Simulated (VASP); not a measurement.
# Be2S3 in VASP: a series of runs

Be2S3 is run at these levels: PBE; tasks: single point.

Everything below comes from runs of VASP 6.6.1. Logs are shortened: lines on timing, memory, paths and dates and some standing lists are left out, and cuts for length are marked.

### Step 1. The cell of the first run

It takes space group Pc (No. 7, monoclinic). Conventional cell: a = 6.581 Å, b = 3.512 Å, c = 6.970 Å, α = 90.00°, β = 91.39°, γ = 90.00°. Be (site symmetry 1) has 4 S at 2.09 to 2.17 Å within 2.8 Å. Be (site symmetry 1) has 4 S at 2.09 to 2.16 Å within 2.8 Å. Within 2.8 Å of S (site symmetry 1) lie 2 Be at 2.09 to 2.13 Å and 1 S at 2.10 Å. Within 2.8 Å of S (site symmetry 1) lie 2 Be at 2.09 to 2.10 Å and 1 S at 2.10 Å. S (site symmetry 1) has 4 Be at 2.13 to 2.17 Å within 2.8 Å.

### Step 2. Single point, PBE

The input, INCAR:

```
PREC     = Accurate       # precision mode
ENCUT    = 520            # plane-wave cutoff, eV
EDIFF    = 1E-6           # SCF threshold, eV
ISMEAR   = 0              # smearing method
SIGMA    = 0.02           # smearing width, eV
LREAL    = False          # projectors in reciprocal space
LASPH    = True           # aspherical terms in the spheres
NELM     = 60             # most SCF steps
ALGO     = Normal         # electronic algorithm
ISIF     = 2              # what is computed and relaxed
LWAVE    = False          # write WAVECAR
LCHARG   = True           # write CHGCAR
GGA      = PE             # functional
LELF     = True           # ELF
LVHAR    = True         
NBANDS   = 33             # bands
```

The input, KPOINTS:

```
regular mesh
0
Gamma
  4 8 4
```

The input, POSCAR:

```
Be2S3
1.0
    6.5810467025      0.0000000000     -0.0034212546
    0.0000000000      3.5117488848      0.0000000000
   -0.1658302235      0.0000000000      6.9684715143
Be S
4 6
Direct
    0.8116310925      0.4608612684      0.9780400457
    0.8116310925      0.5391387316      0.4780400457
    0.1889649242      0.0354858322      0.7480170637
    0.1889649242      0.9645141678      0.2480170637
    0.6456721461      0.3753198798      0.7226064109
    0.6456721461      0.6246801202      0.2226064109
    0.3533203145      0.5329123275      0.8062520460
    0.3533203145      0.4670876725      0.3062520460
    0.0005117673      0.9667411817      0.9955086649
    0.0005117673      0.0332588183      0.4955086649
```

Potentials or basis: VASP PAW PBE potentials, release 64 (Be, S).

Started as:

```sh
> cat potpaw_PBE.64/Be/POTCAR potpaw_PBE.64/S/POTCAR > POTCAR
> mpirun -np 1 vasp_std > vasp.out
```

OUTCAR:

```text
PREC = Accurate
   ENCUT = 520
   EDIFF = 1E-6
   ISMEAR = 0
   LREAL = False
   LASPH = True
   NELM = 60
   ISIF = 2
   GGA = PE

 ion  position               nearest neighbor table
   1  0.812  0.461  0.978-   5 2.09   6 2.13   9 2.14   9 2.17
   2  0.812  0.539  0.478-   6 2.09   5 2.13  10 2.14  10 2.17
   3  0.189  0.035  0.748-   7 2.09   7 2.10  10 2.13   9 2.16
   4  0.189  0.965  0.248-   8 2.09   8 2.10   9 2.13  10 2.16
   5  0.646  0.375  0.723-   1 2.09   7 2.10   2 2.13
   6  0.646  0.625  0.223-   2 2.09   8 2.10   1 2.13
   7  0.353  0.533  0.806-   3 2.09   5 2.10   3 2.10
   8  0.353  0.467  0.306-   4 2.09   6 2.10   4 2.10
   9  0.001  0.967  0.996-   4 2.13   1 2.14   3 2.16   1 2.17
  10  0.001  0.033  0.496-   3 2.13   2 2.14   4 2.16   2 2.17

  LATTYP: Found a simple monoclinic cell.
 ALAT       =     6.5810475918
 B/A-ratio  =     0.5336154823
 C/A-ratio  =     1.0591694235
 COS(beta)  =    -0.0243101952

  Lattice vectors:

 A1 = (   6.5810467025,   0.0000000000,  -0.0034212546)
 A2 = (   0.0000000000,   3.5117488848,   0.0000000000)
 A3 = (  -0.1658302235,   0.0000000000,   6.9684715143)

Analysis of symmetry for initial positions (statically):
=====================================================================
 Subroutine PRICEL returns:
 Original cell was already a primitive cell.

 Routine SETGRP: Setting up the symmetry group for a
 simple monoclinic supercell.

 Subroutine GETGRP returns: Found  2 space group operations
 (whereof  1 operations were pure point group operations)
 out of a pool of  4 trial point group operations.

The static configuration has the point symmetry C_1 .
 The point group associated with its full space group is C_1h.

Analysis of symmetry for dynamics (positions and initial velocities):
=====================================================================
 Subroutine PRICEL returns:
 Original cell was already a primitive cell.

 Routine SETGRP: Setting up the symmetry group for a
 simple monoclinic supercell.

 Subroutine GETGRP returns: Found  2 space group operations
 (whereof  1 operations were pure point group operations)
 out of a pool of  4 trial point group operations.

The dynamic configuration has the point symmetry C_1 .
 The point group associated with its full space group is C_1h.

 Subroutine INISYM returns: Found  2 space group operations
 (whereof  1 operations are pure point group operations),
 and found     1 'primitive' translations

----------------------------------------------------------------------------------------

                                     Primitive cell

  volume of cell :     161.0462

  direct lattice vectors                    reciprocal lattice vectors
     6.581046703  0.000000000 -0.003421255     0.151953392  0.000000000  0.003616068
     0.000000000  3.511748885  0.000000000     0.000000000  0.284758402  0.000000000
    -0.165830224  0.000000000  6.968471514     0.000074603  0.000000000  0.143505268

  length of vectors
     6.581047592  3.511748885  6.970444384     0.151996412  0.284758402  0.143505287

  position of ions in fractional coordinates (direct lattice)
     0.811631093  0.460861268  0.978040046
     0.811631093  0.539138732  0.478040046
     0.188964924  0.035485832  0.748017064
     0.188964924  0.964514168  0.248017064
     0.645672146  0.375319880  0.722606411
     0.645672146  0.624680120  0.222606411
     0.353320315  0.532912328  0.806252046
     0.353320315  0.467087672  0.306252046
     0.000511767  0.966741182  0.995508665
     0.000511767  0.033258818  0.495508665

  ion indices of the primitive-cell ions
   primitive index   ion index
                 1           1
                 2           2
                 3           3
                 4           4
                 5           5
                 6           6
                 7           7
                 8           8
                 9           9
                10          10

----------------------------------------------------------------------------------------

 KPOINTS: regular mesh

Automatic generation of k-mesh.
 Grid dimensions read from file:
 generate k-points for:    4    8    4

 Generating k-lattice:

  Cartesian coordinates                     Fractional coordinates (reciprocal lattice)
     0.037988348  0.000000000  0.000904017     0.250000000  0.000000000 -0.000000000
     0.000000000  0.035594800  0.000000000     0.000000000  0.125000000  0.000000000
     0.000018651  0.000000000  0.035876317     0.000000000  0.000000000  0.250000000

  Length of vectors
     0.037999103  0.035594800  0.035876322

  Shift w.r.t. Gamma in fractional coordinates (k-lattice)
     0.000000000  0.000000000  0.000000000

 Subroutine IBZKPT returns following result:
 ===========================================

 Found     50 irreducible k-points:

 Following reciprocal coordinates:
            Coordinates               Weight
  0.000000  0.000000  0.000000      1.000000
  0.250000  0.000000 -0.000000      2.000000
  0.500000  0.000000 -0.000000      1.000000
  0.000000  0.125000  0.000000      2.000000
  0.250000  0.125000 -0.000000      4.000000
  0.500000  0.125000 -0.000000      2.000000
[... 16 lines left out ...]
 -0.250000  0.125000  0.250000      4.000000
  0.000000  0.250000  0.250000      4.000000
 [... further k-points ...]
   k-points           NKPTS =     50   k-points in BZ     NKDIM =     50   number of bands    NBANDS=     33
   number of dos      NEDOS =    301   number of ions     NIONS =     10
   total plane-waves  NPLWV =  75600
   dimension x,y,z NGX =    50 NGY =   28 NGZ =   54
   dimension x,y,z NGXF=   100 NGYF=   56 NGZF=  108
   ions per type =               4   6
   NGX,Y,Z   is equivalent  to a cutoff of  12.63, 13.26, 12.88 a.u.
   NGXF,Y,Z  is equivalent  to a cutoff of  25.26, 26.51, 25.76 a.u.
 SYSTEM =  unknown system
   PREC   = accura    normal or accurate (medium, high low for compatibility)
   ISTART =      0    job   : 0-new  1-cont  2-samecut
   ICHARG =      2    charge: 1-file 2-atom 10-const
   ISPIN  =      1    spin polarized calculation?
   LNONCOLLINEAR =      F non collinear calculations
   LSORBIT =      F    spin-orbit coupling
   LASPH  =      T    aspherical Exc in radial PAW
   ENCUT  =  520.0 eV  38.22 Ry    6.18 a.u.  12.24  6.53 12.96*2*pi/ulx,y,z
   NELM   =     60;   NELMIN=  2; NELMDL= -5     # of ELM steps
   EDIFF  = 0.1E-05   stopping-criterion for ELM
   LREAL  =      F    real-space projection
   EDIFFG = 0.1E-04   stopping-criterion for IOM
   NSW    =      0    number of steps for IOM
   IBRION =     -1    ionic relax: 0-MD 1-quasi-New 2-CG
   NFREE  =      0    steps in history (QN), initial steepest desc. (CG)
   ISIF   =      2    stress and relaxation
   ISYM   =      2    0-nonsym 1-usesym 2-fastsym
   POTIM  = 0.5000    time-step for ionic-motion
   TEBEG  =    0.0;   TEEND  =   0.0 temperature during run
   PSTRESS=    0.0 pullay stress
   NELECT =      44.0000    total number of electrons
   NUPDOWN=      -1.0000    fix difference up-down
   EMIN   =  10.00;   EMAX   =-10.00  energy-range for DOS
   EFERMI =   0.00;   METHOD = LEGACY
   ISMEAR =     0;   SIGMA  =   0.02  broadening in eV -4-tet -1-fermi 0-gaus
   EFERMI_NEDOS =   21; number of points for ismear=-14 and -15
   IALGO  =     38    algorithm
   IMIX   =      4    mixing-type and parameters
     AMIX     =   0.40;   BMIX     =  1.00
     AMIX_MAG =   1.60;   BMIX_MAG =  1.00
  volume/ion in A,a.u.               =      16.10       108.68
  Fermi-wavevector in a.u.,A,eV,Ry     =   1.062288  2.007433 15.353568  1.128455
  Thomas-Fermi vector in A             =   2.197733
   LORBIT       =      0    0 simple, 1 ext, 2 COOP (PROOUT), +10 PAW based schemes
   GGA     = PE    functional components
   LHFCALC =     F    Hartree Fock is set to
   AEXX    =    0.0000 exact exchange contribution
   IVDW    =     0    specifies the selected vdW correction
   LEPSILON=     F    determine dielectric tensor
   LRPA    =     F    only Hartree local field effects (RPA)
 non-spin polarized calculation
 Gauss-broadening in eV      SIGMA  =   0.02
  energy-cutoff  :      520.00
  volume of cell :      161.05
 maximum number of plane-waves:      4363
 NGX is ok and might be reduce to    50
   NGX = 25   NGY = 13   NGZ = 25

 number of electron      43.9999999 magnetization

 Free energy of the ion-electron system (eV)
  ---------------------------------------------------
  ext. energy  EPLUGINS =         0.00000000
  ---------------------------------------------------
  free energy    TOTEN  =       -46.24033089 eV

  energy without entropy =      -46.24033089  energy(sigma->0) =      -46.24033089

 E-fermi :   4.2352     XC(G=0):  -9.4822

 val. band max:        4.1435557536   @ k =   0.5000   0.0000  -0.0000
 cond. band min:       5.4751976056   @ k =   0.5000   0.5000  -0.0000
 fundamental gap:      1.3316418520
 Fermi energy:         4.2352192410

 k-point     1 :       0.0000    0.0000    0.0000
  band No.  band energies     occupation
      1     -10.8711      2.00000
      2     -10.2298      2.00000
      3      -8.8112      2.00000
      4      -8.4936      2.00000
      5      -7.3204      2.00000
      6      -6.7942      2.00000
[... 25 lines left out ...]
     32      10.1796      0.00000
     33      10.5385      0.00000

 k-point     2 :       0.2500    0.0000   -0.0000
  band No.  band energies     occupation
      1     -10.7963      2.00000
      2     -10.2204      2.00000
      3      -9.1429      2.00000
      4      -8.4719      2.00000
      5      -6.9075      2.00000
      6      -6.9048      2.00000
[... 25 lines left out ...]
     32      10.1781      0.00000
     33      10.7679      0.00000
[... 754 lines left out ...]
     32      10.3817      0.00000
     33      10.7572      0.00000

 k-point    24 :       0.0000    0.2500    0.2500
  band No.  band energies     occupation
      1     -10.5196      2.00000
      2     -10.1256      2.00000
      3      -8.5907      2.00000
      4      -8.2871      2.00000
      5      -7.0119      2.00000
      6      -6.6973      2.00000
[... 25 lines left out ...]
     32      11.0486      0.00000
     33      11.2450      0.00000

 [... further k-points ...]
[... 5 lines left out ...]
  --------------------------------------------------------------------------------------
  -------------------------------------------------------------------------------------
  Total       -0.3494546     -0.0238330     -0.0140312      0.0000000      0.0000000      0.1380522
  in kB       -3.4765679     -0.2371040     -0.1395899      0.0000000      0.0000000      1.3734197
  external PRESSURE =      -1.2844206 kB  Pullay stress =       0.0000000 kB

 VOLUME and BASIS-vectors are now :
 -----------------------------------------------------------------------------
  energy-cutoff  :      520.00
  volume of cell :      161.05
      direct lattice vectors                 reciprocal lattice vectors
     6.581046703  0.000000000 -0.003421255     0.151953392  0.000000000  0.003616068
     0.000000000  3.511748885  0.000000000     0.000000000  0.284758402  0.000000000
    -0.165830224  0.000000000  6.968471514     0.000074603  0.000000000  0.143505268

 POSITION                                       TOTAL-FORCE (eV/Angst)
 -----------------------------------------------------------------------------------
      5.17919      1.61843      6.81267         0.009519     -0.004431     -0.001503
      5.26211      1.89332      3.32843         0.009519      0.004431     -0.001503
      1.11954      0.12462      5.21189        -0.006830     -0.002584      0.001399
      1.20246      3.38713      1.72765        -0.006830      0.002584      0.001399
      4.12937      1.31803      5.03325        -0.095069      0.015728      0.023832
      4.21228      2.19372      1.54902        -0.095069     -0.015728      0.023832
      2.19152      1.87145      5.61714         0.092319     -0.016743     -0.020532
      2.27443      1.64029      2.13290         0.092319      0.016743     -0.020532
     -0.16172      3.39495      6.93717         0.000060     -0.000030     -0.003197
     -0.07880      0.11680      3.45294         0.000060      0.000030     -0.003197
 -----------------------------------------------------------------------------------
    total drift:                               -0.000236      0.000000     -0.000333

  FREE ENERGIE OF THE ION-ELECTRON SYSTEM (eV)
  ---------------------------------------------------
  free  energy   TOTEN  =       -46.2403308908 eV

  energy  without entropy=      -46.2403308908  energy(sigma->0) =      -46.24033089
```

It took 6 min on 1 thread of Intel Xeon 8259CL, shared host; peak memory 0.37 GiB.

What came out:

| Item | Value |
| --- | --- |
| Free energy | -46.2403 eV |
| Pressure | -0.1 GPa |
| Largest force | 0.099 eV/Å |
| Band gap on the k mesh | 1.33 eV, indirect (least direct gap 1.67 eV) |

Forces on the atoms (eV/Å):
```
Be   0.010 -0.004 -0.002
Be   0.010  0.004 -0.002
Be  -0.007 -0.003  0.001
Be  -0.007  0.003  0.001
S   -0.095  0.016  0.024
S   -0.095 -0.016  0.024
S    0.092 -0.017 -0.021
S    0.092  0.017 -0.021
S    0.000  0.000 -0.003
S    0.000  0.000 -0.003
```

Stress tensor (GPa, compression positive):
```
-0.35  0.00  0.14
 0.00 -0.02  0.00
 0.14  0.00 -0.01
```

### Step 3. Single point, PBE

The input, INCAR:

```
SYSTEM = Be2S3
PREC = Accurate ; ENCUT = 520
EDIFF = 1E-6 ; ISMEAR = 0
SIGMA = 0.2 ; LREAL = .FALSE.
LASPH = .TRUE. ; NELM = 60
ALGO = Normal ; ISIF = 2
LWAVE = .FALSE. ; LCHARG = .TRUE.
GGA = PE ; LELF = .TRUE.
LVHAR = .TRUE. ; NBANDS = 33
```

The input, KPOINTS:

```
regular mesh
0
G
  6 4 4
  0 0 0
```

The input, POSCAR:

```
Be2S3
1.0
   -3.5129104364     -0.0061741036      0.0009776814
    0.0021373050     -0.0764560388     -6.5804572487
   -0.0125474927     -6.9739006511     -0.0811895253
Be S
4 6
Direct
    0.4607513192      0.1881738016      0.9781850253
    0.5403156514      0.1883652393      0.4776692183
    0.0353793922      0.8112348108      0.7478331131
   -0.0366015405      0.8109164060      0.2480306949
    0.3765278980      0.3540871467      0.7228854358
    0.6253648946      0.3545564055      0.2221845493
    0.5326326165      0.6470083791      0.8059349885
    0.4651205497      0.6466486004      0.3064550460
    0.9665001806     -0.0006043828      0.9955856686
    1.0340090384     -0.0003864067      0.4952362603
```

Potentials or basis: VASP PAW PBE potentials, release 64 (Be, S).

Started as:

```sh
> cat potpaw_PBE.64/Be/POTCAR potpaw_PBE.64/S/POTCAR > POTCAR
> mpirun -np 1 vasp_std > vasp.out
```

OUTCAR:

```text
SYSTEM = Be2S3
   PREC = Accurate
   ENCUT = 520
   EDIFF = 1E-6
   ISMEAR = 0
   LREAL = .FALSE.
   LASPH = .TRUE.
   NELM = 60
   ISIF = 2
   GGA = PE

 ion  position               nearest neighbor table
   1  0.461  0.188  0.978-   5 2.09   6 2.13   9 2.14   9 2.17
   2  0.540  0.188  0.478-   6 2.09   5 2.13  10 2.14  10 2.17
   3  0.035  0.811  0.748-   7 2.09   7 2.10  10 2.13   9 2.16
   4  0.963  0.811  0.248-   8 2.09   8 2.10   9 2.13  10 2.16
   5  0.377  0.354  0.723-   1 2.09   7 2.10   2 2.13
   6  0.625  0.355  0.222-   2 2.09   8 2.10   1 2.13
   7  0.533  0.647  0.806-   3 2.09   5 2.10   3 2.10
   8  0.465  0.647  0.306-   4 2.09   6 2.10   4 2.10
   9  0.967  0.999  0.996-   4 2.13   1 2.14   3 2.16   1 2.17
  10  0.034  1.000  0.495-   3 2.13   2 2.14   4 2.16   2 2.17

  LATTYP: Found a triclinic cell.
 ALAT       =     7.7979808559
 B/A-ratio  =     0.4504904620
 C/A-ratio  =     0.8439238132
 COS(alpha) =     0.0005826462
 COS(beta)  =     0.0210629654
 COS(gamma) =     0.4473124838

  Lattice vectors:

[... 198 lines left out ...]
 cond. band min:       5.4689693618   @ k =   0.5000   0.5000   0.0000
 fundamental gap:      1.3368051352
 Fermi energy:         4.8049636970

 k-point     1 :       0.0000    0.0000    0.0000
  band No.  band energies     occupation
      1     -10.8717      2.00000
      2     -10.2315      2.00000
      3      -8.8162      2.00000
      4      -8.5027      2.00000
      5      -7.3266      2.00000
      6      -6.7996      2.00000
[... 853 lines left out ...]
     32      10.7573      0.00000
     33      11.0841      0.00000

 [... further k-points ...]
[... 5 lines left out ...]
  --------------------------------------------------------------------------------------
  -------------------------------------------------------------------------------------
  Total       -0.0775205     -0.1305778     -0.4197942     -0.0430294     -0.0844991      0.0068258
  in kB       -0.7705279     -1.2978998     -4.1726148     -0.4276978     -0.8398925      0.0678457
  external PRESSURE =      -2.0803475 kB  Pullay stress =       0.0000000 kB

 VOLUME and BASIS-vectors are now :
 -----------------------------------------------------------------------------
  energy-cutoff  :      520.00
  volume of cell :      161.19
      direct lattice vectors                 reciprocal lattice vectors
    -3.512910436 -0.006174104  0.000977681    -0.284665175  0.000513317 -0.000098422
     0.002137305 -0.076456039 -6.580457249    -0.000045409  0.001769486 -0.151985698
    -0.012547493 -6.973900651 -0.081189525     0.000252516 -0.143411630  0.001666332

 POSITION                                       TOTAL-FORCE (eV/Angst)
 -----------------------------------------------------------------------------------
     -1.63045     -6.83900     -1.31724        -0.000889      0.000789      0.000024
     -1.90367     -3.34896     -1.27778         0.001251      0.000593      0.002872
     -0.13193     -5.27756     -5.39898        -0.006895      0.004425     -0.004200
     -3.38571     -1.79769     -5.35540         0.001204      0.001557     -0.009625
     -1.33102     -5.07073     -2.38838        -0.017895     -0.026174     -0.101972
     -2.19888     -1.58046     -2.35057         0.021383     -0.027838     -0.096254
     -1.87982     -5.67327     -4.32252         0.029836      0.022426      0.106917
     -1.63639     -2.18950     -4.27967        -0.031328      0.025594      0.100396
     -3.40558     -7.02549     -6.65637         0.000322     -0.000370      0.000973
     -0.12355     -3.53036     -6.61809         0.003011     -0.001002      0.000868
 -----------------------------------------------------------------------------------
    total drift:                               -0.000004      0.000237     -0.000190

  FREE ENERGIE OF THE ION-ELECTRON SYSTEM (eV)
  ---------------------------------------------------
  free  energy   TOTEN  =       -46.2398544531 eV

  energy  without entropy=      -46.2398544141  energy(sigma->0) =      -46.23985443
```

stdout:

```text
POSCAR found type information on POSCAR BeS
 POSCAR found :  2 types and      10 ions
 scaLAPACK will be used
 LDA part: xc-table for (Slater+PW92), standard interpolation
 POSCAR, INCAR and KPOINTS ok, starting setup
 FFT: planning ... GRIDC
 FFT: planning ... GRID_SOFT
 FFT: planning ... GRID
 WAVECAR not read
 entering main loop
```

Wall time 5.5 min (1 thread of Intel Xeon 8259CL, shared host); peak memory 0.37 GiB.

Results:

```yaml
Free_energy: -46.2399 eV
Pressure: -0.2 GPa
Largest_force: 0.113 eV/Å
Band_gap_on_the_k_mesh: 1.34 eV, indirect (least direct gap 1.67 eV)
```

Forces in eV/Å, atoms in the order of the input:
```
Be  -0.001  0.001  0.000
Be   0.001  0.001  0.003
Be  -0.007  0.004 -0.004
Be   0.001  0.002 -0.010
S   -0.018 -0.026 -0.102
S    0.021 -0.028 -0.096
S    0.030  0.022  0.107
S   -0.031  0.026  0.100
S    0.000  0.000  0.001
S    0.003 -0.001  0.001
```

Stress tensor (GPa, compression positive):
```
-0.08 -0.04  0.01
-0.04 -0.13 -0.08
 0.01 -0.08 -0.42
```

A k mesh can miss the band edges.
